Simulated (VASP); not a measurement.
# TaN (I4mm) in VASP: a series of runs

TaN is run at these levels: PBE; tasks: single point.

Program: VASP 6.6.1. These are calculated values, not measurements. Logs are shortened: lines on timing, memory, paths and dates and some standing lists are left out, and cuts for length are marked.

**1. The cell of the first run**

It takes space group I4mm (No. 107, tetragonal). The conventional cell has a = 3.082 Å, b = 3.082 Å, c = 4.358 Å, α = 90.00°, β = 90.00°, γ = 90.00°. Ta (site symmetry 4mm) has 6 N at 2.09 to 2.27 Å within 2.8 Å. Within 2.8 Å of N (site symmetry 4mm) lie 6 Ta at 2.09 to 2.27 Å.

**2. Single point, PBE**

Input file INCAR:

```
SYSTEM = TaN
PREC = Accurate ; ENCUT = 520
EDIFF = 1E-6 ; ISMEAR = 0
SIGMA = 0.15 ; LREAL = .False.
LASPH = .True. ; NELM = 80
ALGO = Normal ; ISIF = 2
LWAVE = .False. ; LCHARG = .False.
GGA = PE ; NBANDS = 15
```

Input file KPOINTS:

```
regular mesh
0
Gamma
  18 18 18
  0 0 0
```

Input file POSCAR:

```
TaN
1.0
    0.0000000000      2.1790000000      2.1790000000
    2.1790000000      0.0000000000      2.1790000000
    2.1790000000      2.1790000000      0.0000000000
Ta N
1 1
Direct
    0.5000000000      0.5000000000      0.5000000000
   -0.0200780174     -0.0200780174      0.0200780174
```

Potentials or basis: VASP PAW PBE potentials, release 64 (Ta_pv, N).

Run with:

```sh
$ cat potpaw_PBE.64/Ta_pv/POTCAR potpaw_PBE.64/N/POTCAR > POTCAR
$ mpirun -np 1 vasp_std > vasp.out
```

OUTCAR:

```text
SYSTEM = TaN
   PREC = Accurate
   ENCUT = 520
   EDIFF = 1E-6
   ISMEAR = 0
   LREAL = .False.
   LASPH = .True.
   NELM = 80
   ISIF = 2
   GGA = PE

 ion  position               nearest neighbor table
   1  0.500  0.500  0.500-   2 2.09   2 2.18   2 2.18   2 2.18   2 2.18   2 2.27
   2  0.980  0.980  0.020-   1 2.09   1 2.18   1 2.18   1 2.18   1 2.18   1 2.27

  LATTYP: Found a face centered cubic cell.
 ALAT       =     4.3580000000

  Lattice vectors:

 A1 = (   0.0000000000,   2.1790000000,   2.1790000000)
 A2 = (   2.1790000000,   0.0000000000,   2.1790000000)
 A3 = (   2.1790000000,   2.1790000000,   0.0000000000)

Analysis of symmetry for initial positions (statically):
=====================================================================
 Subroutine PRICEL returns:
 Original cell was already a primitive cell.

 Routine SETGRP: Setting up the symmetry group for a
 face centered cubic supercell.

 Subroutine GETGRP returns: Found  8 space group operations
 (whereof  8 operations were pure point group operations)
 out of a pool of 48 trial point group operations.

The static configuration has the point symmetry C_4v.

Analysis of symmetry for dynamics (positions and initial velocities):
=====================================================================
 Subroutine PRICEL returns:
 Original cell was already a primitive cell.

 Routine SETGRP: Setting up the symmetry group for a
 face centered cubic supercell.

 Subroutine GETGRP returns: Found  8 space group operations
 (whereof  8 operations were pure point group operations)
 out of a pool of 48 trial point group operations.

The dynamic configuration has the point symmetry C_4v.

 Subroutine INISYM returns: Found  8 space group operations
 (whereof  8 operations are pure point group operations),
 and found     1 'primitive' translations

----------------------------------------------------------------------------------------

                                     Primitive cell

  volume of cell :      20.6920

  direct lattice vectors                    reciprocal lattice vectors
     0.000000000  2.179000000  2.179000000    -0.229463056  0.229463056  0.229463056
     2.179000000  0.000000000  2.179000000     0.229463056 -0.229463056  0.229463056
     2.179000000  2.179000000  0.000000000     0.229463056  0.229463056 -0.229463056

  length of vectors
     3.081571352  3.081571352  3.081571352     0.397441672  0.397441672  0.397441672

  position of ions in fractional coordinates (direct lattice)
     0.500000000  0.500000000  0.500000000
     0.979921983  0.979921983  0.020078017

  ion indices of the primitive-cell ions
   primitive index   ion index
                 1           1
                 2           2

----------------------------------------------------------------------------------------

 KPOINTS: regular mesh

Automatic generation of k-mesh.
 Grid dimensions read from file:
 generate k-points for:   18   18   18

 Generating k-lattice:

  Cartesian coordinates                     Fractional coordinates (reciprocal lattice)
    -0.012747948  0.012747948  0.012747948     0.055555556  0.000000000  0.000000000
     0.012747948 -0.012747948  0.012747948     0.000000000  0.055555556  0.000000000
     0.012747948  0.012747948 -0.012747948     0.000000000  0.000000000  0.055555556

  Length of vectors
     0.022080093  0.022080093  0.022080093

  Shift w.r.t. Gamma in fractional coordinates (k-lattice)
     0.000000000  0.000000000  0.000000000

 Subroutine IBZKPT returns following result:
 ===========================================

 Found    480 irreducible k-points:

 Following reciprocal coordinates:
            Coordinates               Weight
  0.000000  0.000000  0.000000      1.000000
  0.055556  0.000000  0.000000      8.000000
  0.111111  0.000000  0.000000      8.000000
  0.166667  0.000000  0.000000      8.000000
  0.222222  0.000000  0.000000      8.000000
  0.277778  0.000000  0.000000      8.000000
[... 16 lines left out ...]
  0.388889  0.055556  0.000000      8.000000
  0.000000  0.388889  0.055556     16.000000
 [... further k-points ...]
   k-points           NKPTS =    480   k-points in BZ     NKDIM =    480   number of bands    NBANDS=     15
   number of dos      NEDOS =    301   number of ions     NIONS =      2
   total plane-waves  NPLWV =  13824
   dimension x,y,z NGX =    24 NGY =   24 NGZ =   24
   dimension x,y,z NGXF=    48 NGYF=   48 NGZF=   48
   ions per type =               1   1
   NGX,Y,Z   is equivalent  to a cutoff of  12.95, 12.95, 12.95 a.u.
   NGXF,Y,Z  is equivalent  to a cutoff of  25.90, 25.90, 25.90 a.u.
 SYSTEM =  TaN
   PREC   = accura    normal or accurate (medium, high low for compatibility)
   ISTART =      0    job   : 0-new  1-cont  2-samecut
   ICHARG =      2    charge: 1-file 2-atom 10-const
   ISPIN  =      1    spin polarized calculation?
   LNONCOLLINEAR =      F non collinear calculations
   LSORBIT =      F    spin-orbit coupling
   LASPH  =      T    aspherical Exc in radial PAW
   ENCUT  =  520.0 eV  38.22 Ry    6.18 a.u.   5.73  5.73  5.73*2*pi/ulx,y,z
   NELM   =     80;   NELMIN=  2; NELMDL= -5     # of ELM steps
   EDIFF  = 0.1E-05   stopping-criterion for ELM
   LREAL  =      F    real-space projection
   EDIFFG = 0.1E-04   stopping-criterion for IOM
   NSW    =      0    number of steps for IOM
   IBRION =     -1    ionic relax: 0-MD 1-quasi-New 2-CG
   NFREE  =      0    steps in history (QN), initial steepest desc. (CG)
   ISIF   =      2    stress and relaxation
   ISYM   =      2    0-nonsym 1-usesym 2-fastsym
   POTIM  = 0.5000    time-step for ionic-motion
   TEBEG  =    0.0;   TEEND  =   0.0 temperature during run
   PSTRESS=    0.0 pullay stress
   NELECT =      16.0000    total number of electrons
   NUPDOWN=      -1.0000    fix difference up-down
   EMIN   =  10.00;   EMAX   =-10.00  energy-range for DOS
   EFERMI =   0.00;   METHOD = LEGACY
   ISMEAR =     0;   SIGMA  =   0.15  broadening in eV -4-tet -1-fermi 0-gaus
   EFERMI_NEDOS =   21; number of points for ismear=-14 and -15
   IALGO  =     38    algorithm
   IMIX   =      4    mixing-type and parameters
     AMIX     =   0.40;   BMIX     =  1.00
     AMIX_MAG =   1.60;   BMIX_MAG =  1.00
  volume/ion in A,a.u.               =      10.35        69.82
  Fermi-wavevector in a.u.,A,eV,Ry     =   1.502615  2.839530 30.719922  2.257851
  Thomas-Fermi vector in A             =   2.613832
   LORBIT       =      0    0 simple, 1 ext, 2 COOP (PROOUT), +10 PAW based schemes
   GGA     = PE    functional components
   LHFCALC =     F    Hartree Fock is set to
   AEXX    =    0.0000 exact exchange contribution
   IVDW    =     0    specifies the selected vdW correction
   LEPSILON=     F    determine dielectric tensor
   LRPA    =     F    only Hartree local field effects (RPA)
 non-spin polarized calculation
 Gauss-broadening in eV      SIGMA  =   0.15
  energy-cutoff  :      520.00
  volume of cell :       20.69
 maximum number of plane-waves:       568
   NGX = 11   NGY = 11   NGZ = 11

 number of electron      16.0000000 magnetization

 Free energy of the ion-electron system (eV)
  ---------------------------------------------------
  ext. energy  EPLUGINS =         0.00000000
  ---------------------------------------------------
  free energy    TOTEN  =       -21.75391630 eV

  energy without entropy =      -21.74489753  energy(sigma->0) =      -21.74940691

 E-fermi :   9.8498     XC(G=0): -13.5856

 val. band max:        9.8496164612   @ k =   0.0000  -0.2222   0.1667
 cond. band min:       9.8504642205   @ k =  -0.3333   0.0556   0.0000
 fundamental gap:      0.0008477593
 Fermi energy:         9.8498029378

 k-point     1 :       0.0000    0.0000    0.0000
  band No.  band energies     occupation
      1     -25.8594      2.00000
      2     -25.8517      2.00000
      3     -25.8517      2.00000
      4      -9.2316      2.00000
      5       5.7321      2.00000
      6       5.7321      2.00000
      7       5.7696      2.00000
      8       7.6857      2.00000
      9       7.9223      2.00000
     10       7.9223      2.00000
     11       9.9397      0.39655
     12      10.1868      0.00149
     13      11.5931      0.00000
     14      19.2514      0.00000
     15      22.3026      0.00000

 k-point     2 :       0.0556    0.0000    0.0000
  band No.  band energies     occupation
      1     -25.8863      2.00000
      2     -25.8588      2.00000
      3     -25.8545      2.00000
      4      -9.1522      2.00000
      5       5.2312      2.00000
      6       5.5003      2.00000
      7       5.6915      2.00000
      8       7.7406      2.00000
      9       7.9834      2.00000
     10       8.0682      2.00000
     11      10.2817      0.00005
     12      10.5047      0.00000
     13      11.8279      0.00000
     14      19.4946      0.00000
     15      22.3026      0.00000

 k-point     3 :       0.1111    0.0000    0.0000
  band No.  band energies     occupation
      1     -25.9746      2.00000
      2     -25.8671      2.00000
      3     -25.8625      2.00000
      4      -8.9211      2.00000
      5       4.4065      2.00000
      6       4.9500      2.00000
      7       5.1284      2.00000
      8       7.9902      2.00000
      9       8.2046      2.00000
     10       8.3302      2.00000
     11      11.1166      0.00000
     12      11.2949      0.00000
     13      12.4443      0.00000
     14      20.1810      0.00000
     15      22.3023      0.00000

 k-point     4 :       0.1667    0.0000    0.0000
  band No.  band energies     occupation
      1     -26.1075      2.00000
      2     -25.8793      2.00000
      3     -25.8747      2.00000
      4      -8.5589      2.00000
      5       3.4504      2.00000
      6       4.2995      2.00000
      7       4.4204      2.00000
      8       8.3548      2.00000
      9       8.5990      2.00000
     10       8.6728      2.00000
     11      12.1893      0.00000
     12      12.3339      0.00000
     13      13.2544      0.00000
     14      21.1710      0.00000
     15      22.3018      0.00000
[... 307 lines left out ...]
 k-point    22 :       0.0000    0.3333    0.0556
  band No.  band energies     occupation
      1     -26.5281      2.00000
      2     -25.9395      2.00000
      3     -25.9190      2.00000
      4      -7.2132      2.00000
      5       0.9010      2.00000
      6       2.7163      2.00000
      7       3.0402      2.00000
      8       9.1191      2.00000
      9      10.4904      0.00000
     10      10.6905      0.00000
     11      14.7027      0.00000
     12      14.8213      0.00000
     13      16.1755      0.00000
     14      22.2096      0.00000
     15      22.4465      0.00000

 k-point    23 :       0.3889    0.0556    0.0000
  band No.  band energies     occupation
      1     -26.6565      2.00000
      2     -25.9459      2.00000
      3     -25.9390      2.00000
      4      -6.7232      2.00000
      5       0.1847      2.00000
      6       2.4043      2.00000
      7       2.5957      2.00000
      8       9.8428      1.05273
      9      11.1740      0.00000
     10      11.3331      0.00000
     11      14.8266      0.00000
     12      15.7619      0.00000
     13      17.0497      0.00000
     14      21.8679      0.00000
     15      22.3498      0.00000

 k-point    24 :       0.0000    0.3889    0.0556
  band No.  band energies     occupation
      1     -26.6555      2.00000
      2     -25.9495      2.00000
      3     -25.9360      2.00000
      4      -6.7256      2.00000
      5       0.1854      2.00000
      6       2.3790      2.00000
      7       2.6287      2.00000
      8       9.8098      1.29402
      9      11.1738      0.00000
     10      11.3278      0.00000
     11      14.8731      0.00000
     12      15.8931      0.00000
     13      16.8988      0.00000
     14      21.8388      0.00000
     15      22.3470      0.00000

 [... further k-points ...]
[... 5 lines left out ...]
  --------------------------------------------------------------------------------------
  -------------------------------------------------------------------------------------
  Total        2.0032702      2.0032702      2.5510221      0.0000000     -0.0000000      0.0000000
  in kB      155.1130813    155.1130813    197.5254753      0.0000000     -0.0000000      0.0000000
  external PRESSURE =     169.2505460 kB  Pullay stress =       0.0000000 kB

 VOLUME and BASIS-vectors are now :
 -----------------------------------------------------------------------------
  energy-cutoff  :      520.00
  volume of cell :       20.69
      direct lattice vectors                 reciprocal lattice vectors
     0.000000000  2.179000000  2.179000000    -0.229463056  0.229463056  0.229463056
     2.179000000  0.000000000  2.179000000     0.229463056 -0.229463056  0.229463056
     2.179000000  2.179000000  0.000000000     0.229463056  0.229463056 -0.229463056

 POSITION                                       TOTAL-FORCE (eV/Angst)
 -----------------------------------------------------------------------------------
      2.17900      2.17900      2.17900         0.000000      0.000000     -0.843956
      2.17900      2.17900      4.27050         0.000000      0.000000      0.843956
 -----------------------------------------------------------------------------------
    total drift:                               -0.000000     -0.000000      0.000035

  FREE ENERGIE OF THE ION-ELECTRON SYSTEM (eV)
  ---------------------------------------------------
  free  energy   TOTEN  =       -21.7539163007 eV

  energy  without entropy=      -21.7448975258  energy(sigma->0) =      -21.74940691
```

Run time: 51 s. Hardware: 1 thread of Intel Xeon Platinum 8488C (Sapphire Rapids), shared host; peak memory 0.26 GiB.

Results:

| Property | Result |
| --- | --- |
| Free energy | -21.7539 eV |
| Pressure | 16.9 GPa |
| Largest force | 0.844 eV/Å |
| Band gap on the k mesh | zero (band 8 reaches 11.80 eV, above the bottom of band 9 at 7.92 eV) |

Forces in eV/Å, atoms in the order of the input:
```
Ta   0.000  0.000 -0.844
N    0.000  0.000  0.844
```

Stress tensor (GPa, compression positive):
```
15.51  0.00  0.00
 0.00 15.51  0.00
 0.00  0.00 19.75
```

Caveat: the cell differs from its parent crystal (all N atoms moved +0.087 Å, as atom 2 towards its neighbour atom 1 (Ta) at 2.179 Å); spin-orbit coupling is left out, which moves the levels of the heavy elements.

**3. Single point, PBE**

Input file INCAR:

```
SYSTEM = TaN
PREC     = Accurate       ! precision mode
ENCUT    = 520            ! plane-wave cutoff, eV
EDIFF    = 1E-7           ! SCF threshold, eV
ISMEAR   = 0              ! smearing method
SIGMA    = 0.15           ! smearing width, eV
LREAL    = .FALSE.        ! projectors in reciprocal space
LASPH    = .TRUE.         ! aspherical terms in the spheres
NELM     = 60             ! most SCF steps
ALGO     = Normal         ! electronic algorithm
ISIF     = 2              ! what is computed and relaxed
LWAVE    = .FALSE.        ! write WAVECAR
LCHARG   = .FALSE.        ! write CHGCAR
GGA      = PE             ! functional
NBANDS   = 15             ! bands
```

Input file KPOINTS:

```
regular mesh
0
G
  18 18 18
  0 0 0
```

POSCAR, as its differences from that of step 2:

```diff
@@ -9,2 +9,2 @@
     0.5000000000      0.5000000000      0.5000000000
-   -0.0200780174     -0.0200780174      0.0200780174
+   -0.0086048646     -0.0086048646      0.0086048646
```

Potentials or basis: VASP PAW PBE potentials, release 64 (Ta_pv, N).

Run with:

```sh
$ cat potpaw_PBE.64/Ta_pv/POTCAR potpaw_PBE.64/N/POTCAR > POTCAR
$ mpirun -np 1 vasp_std > vasp.out
```

It took 59 s on 1 thread of Intel Xeon Platinum 8488C (Sapphire Rapids), shared host; peak memory 0.26 GiB.

It converged, with:

```
Free energy            : -21.7833 eV
Pressure               : 15.8 GPa
Largest force          : 0.342 eV/Å
Band gap on the k mesh : zero (band 8 reaches 11.84 eV, above the bottom of band 9 at 7.73 eV)
```

Forces in eV/Å, atoms in the order of the input:
```
Ta   0.000  0.000 -0.342
N    0.000  0.000  0.342
```

Stress tensor (GPa, compression positive):
```
15.53  0.00  0.00
 0.00 15.53  0.00
 0.00  0.00 16.32
```

Levels at points of the mesh, in eV from the Fermi level:
| k point | band 4 | band 5 | band 6 | band 7 | band 8 | band 9 | band 10 | band 11 | band 12 | band 13 |
| --- | --- | --- | --- | --- | --- | --- | --- | --- | --- | --- |
| (0.00, 0.00, 0.00) | -19.10 | -3.96 | -3.96 | -3.95 | -2.19 | -2.14 | -2.14 | 0.06 | 0.11 | 1.75 |
| (0.50, 0.00, 0.00) | -15.91 | -10.61 | -7.79 | -7.78 | 1.97 | 1.98 | 2.07 | 3.90 | 7.79 | 7.84 |
| (0.50, 0.50, 0.00) | -17.83 | -6.70 | -5.66 | -4.71 | -4.71 | 2.20 | 3.70 | 3.70 | 4.80 | 7.04 |
| (0.00, 0.50, 0.50) | -17.84 | -6.71 | -5.75 | -4.72 | -4.62 | 2.21 | 3.70 | 3.70 | 4.81 | 7.12 |

Caveat: the cell differs from its parent crystal (all N atoms moved +0.037 Å, as atom 2 towards its neighbour atom 1 (Ta) at 2.179 Å); spin-orbit coupling is left out, which moves the levels of the heavy elements.

**4. Single point, PBE**

Input file INCAR:

```
SYSTEM = TaN
  ALGO = Normal
  EDIFF = 1E-6
  ENCUT = 520
  GGA = PE
  ISIF = 2
  ISMEAR = 0
  LASPH = .TRUE.
  LCHARG = .FALSE.
  LREAL = .FALSE.
  LWAVE = .FALSE.
  NBANDS = 15
  NELM = 100
  PREC = Accurate
  SIGMA = 0.15
```

Input file KPOINTS:

```
k-points
0
G
  18 18 18
  0 0 0
```

POSCAR, as its differences from that of step 3:

```diff
@@ -9,2 +9,2 @@
     0.5000000000      0.5000000000      0.5000000000
-   -0.0086048646     -0.0086048646      0.0086048646
+   -0.0028682882     -0.0028682882      0.0028682882
```

Run with:

```sh
$ cat potpaw_PBE.64/Ta_pv/POTCAR potpaw_PBE.64/N/POTCAR > POTCAR
$ mpirun -np 1 vasp_std > vasp.out
```

It took 53 s on 1 thread of Intel Xeon Platinum 8488C (Sapphire Rapids), shared host; peak memory 0.26 GiB.

Results (log left out):

| Item | Value |
| --- | --- |
| Free energy | -21.7889 eV |
| Pressure | 15.6 GPa |
| Largest force | 0.113 eV/Å |
| Band gap on the k mesh | zero (band 8 reaches 11.85 eV, above the bottom of band 9 at 7.68 eV) |

Forces in eV/Å, atoms in the order of the input:
```
Ta   0.000  0.000 -0.113
N    0.000  0.000  0.113
```

Stress tensor (GPa, compression positive):
```
15.52  0.00  0.00
 0.00 15.52  0.00
 0.00  0.00 15.61
```

Levels at points of the mesh, in eV from the Fermi level:
| k point | band 4 | band 5 | band 6 | band 7 | band 8 | band 9 | band 10 | band 11 | band 12 | band 13 |
| --- | --- | --- | --- | --- | --- | --- | --- | --- | --- | --- |
| (0.00, 0.00, 0.00) | -19.10 | -3.92 | -3.92 | -3.92 | -2.20 | -2.19 | -2.19 | 0.06 | 0.06 | 1.74 |
| (0.50, 0.00, 0.00) | -15.92 | -10.62 | -7.79 | -7.79 | 1.98 | 1.98 | 2.07 | 3.90 | 7.81 | 7.81 |
| (0.50, 0.50, 0.00) | -17.84 | -6.71 | -5.67 | -4.72 | -4.72 | 2.20 | 3.69 | 3.69 | 4.81 | 7.11 |
| (0.00, 0.50, 0.50) | -17.84 | -6.71 | -5.68 | -4.72 | -4.71 | 2.20 | 3.69 | 3.69 | 4.81 | 7.12 |

Caveat: the cell differs from its parent crystal (all N atoms moved +0.013 Å, as atom 2 towards its neighbour atom 1 (Ta) at 2.179 Å); spin-orbit coupling is left out, which moves the levels of the heavy elements.
